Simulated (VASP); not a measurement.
# Ge (Pm-3m) in VASP: a series of runs

Ge is run at these levels: HSE06, PBE-based screened hybrid with 25 % exact exchange; tasks: single point.

Everything below comes from runs of VASP 6.6.1. Logs are shortened: lines on timing, memory, paths and dates and some standing lists are left out, and cuts for length are marked.

### Step 1. The cell of the first run

Symmetry: Pm-3m, No. 221, cubic system. Conventional cell: a = 2.696 Å, b = 2.696 Å, c = 2.696 Å, α = 90.00°, β = 90.00°, γ = 90.00°. Ge (site symmetry m-3m) has 6 Ge at 2.70 Å within 3.6 Å.

This isn't the form of Ge at room conditions, which is diamond.

### Step 2. Single point, HSE06

Contents of POSCAR:

```
Ge
1.0
    2.6958309464      0.0000000000      0.0000000000
    0.0000000000      2.6958309464      0.0000000000
    0.0000000000      0.0000000000      2.6958309464
Ge
1
Direct
    0.0000000000      0.0000000000      0.0000000000
```

Contents of INCAR.step1:

```
SYSTEM = Ge
ALGO = Normal
EDIFF = 1E-5
ENCUT = 520
GGA = PE
ISIF = 2
ISMEAR = -1
LASPH = .True.
LREAL = .False.
LWAVE = .True.
NBANDS = 13
NELM = 100
PREC = Accurate
SIGMA = 0.05
```

Contents of INCAR.step2:

```
SYSTEM = Ge
ALGO = Normal
EDIFF = 1E-7
ENCUT = 520
GGA = PE
HFSCREEN = 0.2079
ISIF = 2
ISMEAR = -1
ISTART = 1
LASPH = .True.
LCHARG = .True.
LELF = .True.
LHFCALC = .True.
LREAL = .False.
LVHAR = .True.
LWAVE = .False.
NBANDS = 13
NELM = 100
PREC = Accurate
PRECFOCK = Normal
SIGMA = 0.05
```

Contents of KPOINTS:

```
k-points
0
Gamma
  5 5 5
  0 0 0
```

Potentials or basis: VASP PAW PBE potentials, release 64 (Ge_d).

Run with:

```console
> cat potpaw_PBE.64/Ge_d/POTCAR > POTCAR
> cp INCAR.step1 INCAR
> mpirun -np 1 vasp_std > vasp.out
> cp INCAR.step2 INCAR
> mpirun -np 1 vasp_std > vasp.out
```

OUTCAR:

```text
SYSTEM = Ge
   EDIFF = 1E-7
   ENCUT = 520
   GGA = PE
   HFSCREEN = 0.2079
   ISIF = 2
   ISMEAR = -1
   ISTART = 1
   LASPH = .True.
   LHFCALC = .True.
   LREAL = .False.
   NELM = 100
   PREC = Accurate
   PRECFOCK = Normal

 ion  position               nearest neighbor table
   1  0.000  0.000  0.000-

  LATTYP: Found a simple cubic cell.
 ALAT       =     2.6958309464

  Lattice vectors:

 A1 = (   2.6958309464,   0.0000000000,   0.0000000000)
 A2 = (   0.0000000000,   2.6958309464,   0.0000000000)
 A3 = (   0.0000000000,   0.0000000000,   2.6958309464)

Analysis of symmetry for initial positions (statically):
=====================================================================
 Subroutine PRICEL returns:
 Original cell was already a primitive cell.

 Routine SETGRP: Setting up the symmetry group for a
 simple cubic supercell.

 Subroutine GETGRP returns: Found 48 space group operations
 (whereof 48 operations were pure point group operations)
 out of a pool of 48 trial point group operations.

The static configuration has the point symmetry O_h .

Analysis of symmetry for dynamics (positions and initial velocities):
=====================================================================
 Subroutine PRICEL returns:
 Original cell was already a primitive cell.

 Routine SETGRP: Setting up the symmetry group for a
 simple cubic supercell.

 Subroutine GETGRP returns: Found 48 space group operations
 (whereof 48 operations were pure point group operations)
 out of a pool of 48 trial point group operations.

The dynamic configuration has the point symmetry O_h .

 Subroutine INISYM returns: Found 48 space group operations
 (whereof 48 operations are pure point group operations),
 and found     1 'primitive' translations

----------------------------------------------------------------------------------------

                                     Primitive cell

  volume of cell :      19.5920

  direct lattice vectors                    reciprocal lattice vectors
     2.695830946  0.000000000  0.000000000     0.370943141  0.000000000  0.000000000
     0.000000000  2.695830946  0.000000000     0.000000000  0.370943141  0.000000000
     0.000000000  0.000000000  2.695830946     0.000000000  0.000000000  0.370943141

  length of vectors
     2.695830946  2.695830946  2.695830946     0.370943141  0.370943141  0.370943141

  position of ions in fractional coordinates (direct lattice)
     0.000000000  0.000000000  0.000000000

  ion indices of the primitive-cell ions
   primitive index   ion index
                 1           1

----------------------------------------------------------------------------------------

 KPOINTS: k-points

Automatic generation of k-mesh.
 Grid dimensions read from file:
 generate k-points for:    5    5    5

 Generating k-lattice:

  Cartesian coordinates                     Fractional coordinates (reciprocal lattice)
     0.074188628  0.000000000  0.000000000     0.200000000  0.000000000  0.000000000
     0.000000000  0.074188628  0.000000000     0.000000000  0.200000000  0.000000000
     0.000000000  0.000000000  0.074188628     0.000000000  0.000000000  0.200000000

  Length of vectors
     0.074188628  0.074188628  0.074188628

  Shift w.r.t. Gamma in fractional coordinates (k-lattice)
     0.000000000  0.000000000  0.000000000

 Subroutine IBZKPT returns following result:
 ===========================================

 Found     10 irreducible k-points:

 Following reciprocal coordinates:
            Coordinates               Weight
  0.000000  0.000000  0.000000      1.000000
  0.200000  0.000000  0.000000      6.000000
  0.400000  0.000000  0.000000      6.000000
  0.200000  0.200000  0.000000     12.000000
  0.400000  0.200000  0.000000     24.000000
  0.400000  0.400000  0.000000     12.000000
  0.200000  0.200000  0.200000      8.000000
  0.400000  0.200000  0.200000     24.000000
  0.400000  0.400000  0.200000     24.000000
  0.400000  0.400000  0.400000      8.000000
   k-points           NKPTS =     10   k-points in BZ     NKDIM =    125   number of bands    NBANDS=     13
   number of dos      NEDOS =    301   number of ions     NIONS =      1
   total plane-waves  NPLWV =   8000
   dimension x,y,z NGX =    20 NGY =   20 NGZ =   20
   dimension x,y,z NGXF=    40 NGYF=   40 NGZF=   40
   ions per type =               1
   NGX,Y,Z   is equivalent  to a cutoff of  12.33, 12.33, 12.33 a.u.
   NGXF,Y,Z  is equivalent  to a cutoff of  24.67, 24.67, 24.67 a.u.
 SYSTEM =  Ge
   PREC   = accura    normal or accurate (medium, high low for compatibility)
   ISTART =      1    job   : 0-new  1-cont  2-samecut
   ICHARG =      0    charge: 1-file 2-atom 10-const
   ISPIN  =      1    spin polarized calculation?
   LNONCOLLINEAR =      F non collinear calculations
   LSORBIT =      F    spin-orbit coupling
   LASPH  =      T    aspherical Exc in radial PAW
   ENCUT  =  520.0 eV  38.22 Ry    6.18 a.u.   5.01  5.01  5.01*2*pi/ulx,y,z
   NELM   =    100;   NELMIN=  2; NELMDL=  0     # of ELM steps
   EDIFF  = 0.1E-06   stopping-criterion for ELM
   LREAL  =      F    real-space projection
   EDIFFG = 0.1E-05   stopping-criterion for IOM
   NSW    =      0    number of steps for IOM
   IBRION =     -1    ionic relax: 0-MD 1-quasi-New 2-CG
   NFREE  =      0    steps in history (QN), initial steepest desc. (CG)
   ISIF   =      2    stress and relaxation
   ISYM   =      3    0-nonsym 1-usesym 2-fastsym
   POTIM  = 0.5000    time-step for ionic-motion
   TEBEG  =    0.0;   TEEND  =   0.0 temperature during run
   PSTRESS=    0.0 pullay stress
   NELECT =      14.0000    total number of electrons
   NUPDOWN=      -1.0000    fix difference up-down
   EMIN   =  10.00;   EMAX   =-10.00  energy-range for DOS
   EFERMI =   0.00;   METHOD = LEGACY
   ISMEAR =    -1;   SIGMA  =   0.05  broadening in eV -4-tet -1-fermi 0-gaus
   EFERMI_NEDOS =   21; number of points for ismear=-14 and -15
   IALGO  =     38    algorithm
   IMIX   =      1    mixing-type and parameters
     AMIX     =   0.40;   BMIX     =  1.00
     AMIX_MAG =   1.60;   BMIX_MAG =  1.00
  volume/ion in A,a.u.               =      19.59       132.21
  Fermi-wavevector in a.u.,A,eV,Ry     =   1.463608  2.765819 29.145709  2.142149
  Thomas-Fermi vector in A             =   2.579683
   LORBIT       =      0    0 simple, 1 ext, 2 COOP (PROOUT), +10 PAW based schemes
   GGA     = PE    functional components
   LHFCALC =     T    Hartree Fock is set to
   PRECFOCK=normal    Normal, Fast or Accurate (Low or Medium for compatibility)
   ENCUT4O =  -1.0   cutoff for four orbital integrals eV
   NKREDX  =     1    reduce k-point grid by
   NKREDY  =     1    reduce k-point grid by
   NKREDZ  =     1    reduce k-point grid by
   AEXX    =    0.2500 exact exchange contribution
   HFSCREEN=    0.2079 screening length (either q_TF or 0.3 A-1)
   HFSCREENC=   0.2079 screening length for correlation (either q_TF or 0.3 A-1)
   ENCUTFOCK=  -1.0 apply spherical cutoff to Coloumb kernel
   IVDW    =     0    specifies the selected vdW correction
   LEPSILON=     F    determine dielectric tensor
   LRPA    =     F    only Hartree local field effects (RPA)
 non-spin polarized calculation
  energy-cutoff  :      520.00
  volume of cell :       19.59
 maximum number of plane-waves:       540
  NGX = 16; NGY = 16; NGZ = 16

 number of electron      13.9999962 magnetization

 Free energy of the ion-electron system (eV)
  ---------------------------------------------------
  ext. energy  EPLUGINS =         0.00000000
  ---------------------------------------------------
  free energy    TOTEN  =        -5.13116048 eV

  energy without entropy =       -5.12783494  energy(sigma->0) =       -5.12949771

 E-fermi :   5.4258     XC(G=0):  -9.0641

 val. band max:        5.2690272703   @ k =   0.4000   0.4000   0.2000
 cond. band min:       6.4256771978   @ k =   0.4000   0.4000   0.4000
 fundamental gap:      1.1566499275
 Fermi energy:         5.4258019826

 k-point     1 :       0.0000    0.0000    0.0000
  band No.  band energies     occupation
      1     -22.0606      2.00000
      2     -22.0606      2.00000
      3     -21.8047      2.00000
      4     -21.8047      2.00000
      5     -21.8047      2.00000
      6      -8.4315      2.00000
      7      13.5459      0.00000
      8      13.5459      0.00000
      9      13.5459      0.00000
     10      16.8062      0.00000
     11      16.8062      0.00000
     12      19.4827      0.00000
     13      36.1139      0.00000

 k-point     2 :       0.2000    0.0000    0.0000
  band No.  band energies     occupation
      1     -22.0558      2.00000
      2     -21.9925      2.00000
      3     -21.8278      2.00000
      4     -21.8278      2.00000
      5     -21.8028      2.00000
      6      -7.5545      2.00000
      7       7.2687      0.00000
      8      14.3307      0.00000
      9      14.3307      0.00000
     10      17.5383      0.00000
     11      19.2634      0.00000
     12      25.0031      0.00000
     13      29.3117      0.00000

 k-point     3 :       0.4000    0.0000    0.0000
  band No.  band energies     occupation
      1     -22.0480      2.00000
      2     -21.8825      2.00000
      3     -21.8650      2.00000
      4     -21.8650      2.00000
      5     -21.7996      2.00000
      6      -5.0875      2.00000
      7       0.9991      2.00000
      8      16.1872      0.00000
      9      16.1872      0.00000
     10      19.5257      0.00000
     11      21.3616      0.00000
     12      24.2573      0.00000
     13      24.2573      0.00000
[... 81 lines left out ...]
 k-point     9 :       0.4000    0.4000    0.2000
  band No.  band energies     occupation
      1     -21.9442      2.00000
      2     -21.8894      2.00000
      3     -21.8878      2.00000
      4     -21.8841      2.00000
      5     -21.7634      2.00000
      6      -0.8351      2.00000
      7       4.3989      2.00000
      8       5.2690      1.91667
      9      12.0973      0.00000
     10      13.5716      0.00000
     11      19.6629      0.00000
     12      19.8671      0.00000
     13      25.3217      0.00000

 k-point    10 :       0.4000    0.4000    0.4000
  band No.  band energies     occupation
      1     -21.9381      2.00000
      2     -21.9361      2.00000
      3     -21.9361      2.00000
      4     -21.7602      2.00000
      5     -21.7602      2.00000
      6       1.7270      2.00000
      7       6.4257      0.00000
      8       6.4257      0.00000
      9       8.5811      0.00000
     10      13.9745      0.00000
     11      14.7165      0.00000
     12      14.7165      0.00000
     13      19.9142      0.00000

------------------------ aborting loop because EDIFF is reached ----------------------------------------

  FORCE on cell =-STRESS in cart. coord.  units (eV):
  Direction    XX          YY          ZZ          XY          YZ          ZX
  --------------------------------------------------------------------------------------
  -------------------------------------------------------------------------------------
  Total        0.0014231      0.0014231      0.0014231      0.0000000      0.0000000      0.0000000
  in kB        0.1163803      0.1163803      0.1163803      0.0000000      0.0000000      0.0000000
  external PRESSURE =       0.1163803 kB  Pullay stress =       0.0000000 kB

 VOLUME and BASIS-vectors are now :
 -----------------------------------------------------------------------------
  energy-cutoff  :      520.00
  volume of cell :       19.59
      direct lattice vectors                 reciprocal lattice vectors
     2.695830946  0.000000000  0.000000000     0.370943141  0.000000000  0.000000000
     0.000000000  2.695830946  0.000000000     0.000000000  0.370943141  0.000000000
     0.000000000  0.000000000  2.695830946     0.000000000  0.000000000  0.370943141

 POSITION                                       TOTAL-FORCE (eV/Angst)
 -----------------------------------------------------------------------------------
      0.00000      0.00000      0.00000         0.000000      0.000000      0.000000
 -----------------------------------------------------------------------------------
    total drift:                               -0.000001     -0.000000      0.000000

  FREE ENERGIE OF THE ION-ELECTRON SYSTEM (eV)
  ---------------------------------------------------
  free  energy   TOTEN  =        -5.1311604777 eV

  energy  without entropy=       -5.1278349362  energy(sigma->0) =       -5.12949771
```

It took 5.3 min on 1 thread of Intel Xeon 8259CL, shared host; peak memory 0.23 GiB.

What came out:

```
Free energy            : -5.1312 eV
Pressure               : 0.0 GPa
Band gap on the k mesh : zero (bands 7 and 8 overlap by 9.11 eV)
```

Caveat: the k points lie up to 0.47 Å⁻¹ apart, too coarse for converged energies and pressures of a metal; the PAW data sets were made with another functional, which shifts forces and pressure a little.

(Continued in part 2 of 2.)

The gap in the log of VASP goes by the Fermi energy; the results here count the filled bands.